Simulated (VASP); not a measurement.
# AlCr2C (mix) (P6_3/mmc) in VASP: further runs, part 2 of 2

VASP 6.6.1.

## (4) Single point, PBE

This run uses another cell than the first one, of 10.89 Å³/atom, 0.981 times its volume.

INCAR

```
SYSTEM = AlCr2C
PREC     = Accurate       ! precision mode
ENCUT    = 520            ! plane-wave cutoff, eV
EDIFF    = 1E-7           ! SCF threshold, eV
ISMEAR   = 0              ! smearing method
SIGMA    = 0.1            ! smearing width, eV
LREAL    = .FALSE.        ! projectors in reciprocal space
LASPH    = .TRUE.         ! aspherical terms in the spheres
NELM     = 100            ! most SCF steps
ALGO     = Normal         ! electronic algorithm
ISIF     = 2              ! what is computed and relaxed
LWAVE    = .FALSE.        ! write WAVECAR
LCHARG   = .FALSE.        ! write CHGCAR
GGA      = PE             ! functional
NBANDS   = 41             ! bands
```

KPOINTS

```
Automatic mesh
0
G
  9 9 2
  0 0 0
```

POSCAR

```
AlCr2C
1.0
    2.8251010646      0.0000000000      0.0000000000
   -1.4125505323      2.4466092902      0.0000000000
    0.0000000000      0.0000000000     12.6013736800
Al Cr C
2 4 2
Direct
    0.6666666700      0.3333333300      0.2500000000
    0.3333333300      0.6666666700      0.7500000000
    0.3333333300      0.6666666700      0.4149411600
    0.6666666700      0.3333333300      0.9149411600
    0.6666666700      0.3333333300      0.5850588400
    0.3333333300      0.6666666700      0.0850588400
    0.0000000000      0.0000000000      0.5000000000
    0.0000000000      0.0000000000      0.0000000000
```

Potentials or basis: VASP PAW PBE potentials, release 64 (Al, Cr_pv, C).

Started as:

```
$ cat potpaw_PBE.64/Al/POTCAR potpaw_PBE.64/Cr_pv/POTCAR potpaw_PBE.64/C/POTCAR > POTCAR
$ mpirun -np 1 vasp_std > vasp.out
```

OUTCAR:

```text
SYSTEM = AlCr2C
   PREC = Accurate
   ENCUT = 520
   EDIFF = 1E-7
   ISMEAR = 0
   LREAL = .FALSE.
   LASPH = .TRUE.
   NELM = 100
   ISIF = 2
   GGA = PE

 ion  position               nearest neighbor table
   1  0.667  0.333  0.250-   3 2.64   6 2.64   3 2.64   6 2.64   3 2.64   6 2.64
   2  0.333  0.667  0.750-   4 2.64   5 2.64   4 2.64   5 2.64   4 2.64   5 2.64
   3  0.333  0.667  0.415-   7 1.95   7 1.95   7 1.95   1 2.64   1 2.64   1 2.64   5 2.69   5 2.69
                             5 2.69
   4  0.667  0.333  0.915-   8 1.95   8 1.95   8 1.95   2 2.64   2 2.64   2 2.64   6 2.69   6 2.69
                             6 2.69
   5  0.667  0.333  0.585-   7 1.95   7 1.95   7 1.95   2 2.64   2 2.64   2 2.64   3 2.69   3 2.69
                             3 2.69
   6  0.333  0.667  0.085-   8 1.95   8 1.95   8 1.95   1 2.64   1 2.64   1 2.64   4 2.69   4 2.69
                             4 2.69
   7  0.000  0.000  0.500-   3 1.95   5 1.95   3 1.95   5 1.95   5 1.95   3 1.95
   8  0.000  0.000  0.000-   4 1.95   6 1.95   6 1.95   4 1.95   4 1.95   6 1.95

  LATTYP: Found a hexagonal cell.
 ALAT       =     2.8251010646
 C/A-ratio  =     4.4605036747

  Lattice vectors:

[... 199 lines left out ...]
 k-point     1 :       0.0000    0.0000    0.0000
  band No.  band energies     occupation
      1     -33.2316      2.00000
      2     -33.2300      2.00000
      3     -33.0005      2.00000
      4     -33.0005      2.00000
      5     -33.0005      2.00000
      6     -33.0005      2.00000
[... 1045 lines left out ...]
     40      11.9640      0.00000
     41      13.3261      0.00000

------------------------ aborting loop because EDIFF is reached ----------------------------------------

  FORCE on cell =-STRESS in cart. coord.  units (eV):
  Direction    XX          YY          ZZ          XY          YZ          ZX
  --------------------------------------------------------------------------------------
  -------------------------------------------------------------------------------------
  Total        1.9840116      1.9840116      2.0544281      0.0000000      0.0000000      0.0000000
  in kB       36.4954139     36.4954139     37.7907078      0.0000000      0.0000000      0.0000000
  external PRESSURE =      36.9271785 kB  Pullay stress =       0.0000000 kB

 VOLUME and BASIS-vectors are now :
 -----------------------------------------------------------------------------
  energy-cutoff  :      520.00
  volume of cell :       87.10
      direct lattice vectors                 reciprocal lattice vectors
     2.825101065  0.000000000  0.000000000     0.353969638  0.204364466  0.000000000
    -1.412550532  2.446609290  0.000000000     0.000000000  0.408728931  0.000000000
     0.000000000  0.000000000 12.601373680     0.000000000  0.000000000  0.079356428

 POSITION                                       TOTAL-FORCE (eV/Angst)
 -----------------------------------------------------------------------------------
      1.41255      0.81554      3.15034        -0.000000      0.000000      0.000000
     -0.00000      1.63107      9.45103        -0.000000      0.000000      0.000000
     -0.00000      1.63107      5.22883         0.000000     -0.000000     -0.044512
      1.41255      0.81554     11.52952        -0.000000      0.000000     -0.044512
      1.41255      0.81554      7.37255         0.000000      0.000000      0.044512
     -0.00000      1.63107      1.07186         0.000000     -0.000000      0.044512
      0.00000      0.00000      6.30069        -0.000000      0.000000      0.000000
      0.00000      0.00000      0.00000        -0.000000      0.000000      0.000000
 -----------------------------------------------------------------------------------
    total drift:                               -0.000008      0.000005     -0.000000

  FREE ENERGIE OF THE ION-ELECTRON SYSTEM (eV)
  ---------------------------------------------------
  free  energy   TOTEN  =       -65.4921790404 eV

  energy  without entropy=      -65.4591918638  energy(sigma->0) =      -65.47568545
```

OSZICAR:

```text
N       E                     dE             d eps       ncg     rms          rms(c)
DAV:   1     0.744592245415E+03    0.74459E+03   -0.33685E+04  1968   0.170E+03
DAV:   2    -0.143078047941E+02   -0.75890E+03   -0.73056E+03  1984   0.513E+02
DAV:   3    -0.792476550327E+02   -0.64940E+02   -0.62890E+02  2538   0.148E+02
DAV:   4    -0.814069464140E+02   -0.21593E+01   -0.21311E+01  2436   0.251E+01
DAV:   5    -0.814510406398E+02   -0.44094E-01   -0.44051E-01  2487   0.391E+00    0.439E+01
DAV:   6    -0.730388805090E+02    0.84122E+01   -0.22538E+02  2555   0.971E+01    0.224E+01
DAV:   7    -0.661575470717E+02    0.68813E+01   -0.74314E+01  2476   0.606E+01    0.974E+00
DAV:   8    -0.655692352513E+02    0.58831E+00   -0.49558E+00  2346   0.133E+01    0.300E+00
DAV:   9    -0.654963154360E+02    0.72920E-01   -0.53196E-01  2636   0.434E+00    0.886E-01
DAV:  10    -0.654925639672E+02    0.37515E-02   -0.32130E-02  2340   0.140E+00    0.312E-01
DAV:  11    -0.654922230627E+02    0.34090E-03   -0.47837E-03  2605   0.332E-01    0.868E-02
DAV:  12    -0.654921804478E+02    0.42615E-04   -0.36183E-04  2627   0.155E-01    0.294E-02
DAV:  13    -0.654921821788E+02   -0.17310E-05   -0.38920E-05  2670   0.416E-02    0.121E-02
DAV:  14    -0.654921791153E+02    0.30635E-05   -0.17332E-06  2834   0.125E-02    0.260E-03
DAV:  15    -0.654921790404E+02    0.74826E-07   -0.29105E-07  1893   0.388E-03
   1 F= -.65492179E+02 E0= -.65475685E+02  d E =-.329872E-01
```

stdout:

```text
POSCAR found type information on POSCAR AlCrC
 POSCAR found :  3 types and       8 ions
 scaLAPACK will be used
 LDA part: xc-table for (Slater+PW92), standard interpolation
 POSCAR, INCAR and KPOINTS ok, starting setup
 FFT: planning ... GRIDC
 FFT: planning ... GRID_SOFT
 FFT: planning ... GRID
 WAVECAR not read
 entering main loop
```

Wall time 82 s (1 thread of Intel Xeon Platinum 8488C (Sapphire Rapids), shared host); peak memory 0.25 GiB.

Results:

```
Free energy            : -65.4922 eV
Pressure               : 3.7 GPa
Largest force          : 0.045 eV/Å
Band gap on the k mesh : zero (band 31 reaches 10.55 eV, above the bottom of band 32 at 9.77 eV)
```

Forces on the atoms (eV/Å):
```
Al   0.000  0.000  0.000
Al   0.000  0.000  0.000
Cr   0.000  0.000 -0.045
Cr   0.000  0.000 -0.045
Cr   0.000  0.000  0.045
Cr   0.000  0.000  0.045
C    0.000  0.000  0.000
C    0.000  0.000  0.000
```

Stress tensor (GPa, compression positive):
```
3.65 0.00 0.00
0.00 3.65 0.00
0.00 0.00 3.78
```

Levels at points of the mesh, in eV from the Fermi level:
| k point | band 28 | band 29 | band 30 | band 31 | band 32 | band 33 | band 34 | band 35 |
| --- | --- | --- | --- | --- | --- | --- | --- | --- |
| (0.00, 0.00, 0.00) | -1.04 | -1.02 | -1.02 | -0.20 | -0.20 | -0.17 | -0.17 | 0.62 |
| (0.00, 0.00, 0.50) | -1.03 | -1.03 | -1.03 | -0.19 | -0.19 | -0.19 | -0.19 | 0.64 |

## (5) The runs side by side

```csv
task,cell,k mesh,cutoff (eV),gap on the mesh (eV),pressure (GPa),largest force (eV/Å)
single point,"a = 2.841, b = 2.841, c = 12.699 Å, angles 90.0, 90.0, 120.0°, 8 atoms",15 × 15 × 4,520,none,0.1,0.04
relaxation of cell and atoms,"relaxed from a = 2.825, b = 2.825, c = 12.601 Å, angles 90.0, 90.0, 120.0°, 8 atoms",15 × 15 × 4,600,none,0.0,-
single point,"a = 2.825, b = 2.825, c = 12.601 Å, angles 90.0, 90.0, 120.0°, 8 atoms",9 × 9 × 2,520,none,3.7,0.04
```

Alike in all rows: level PBE; potentials or basis VASP PAW PBE potentials, release 64 (Al, Cr_pv, C); no spin polarisation; smearing gaussian 0.1 eV.

Absolute energies hang on the potentials; compare differences alone.
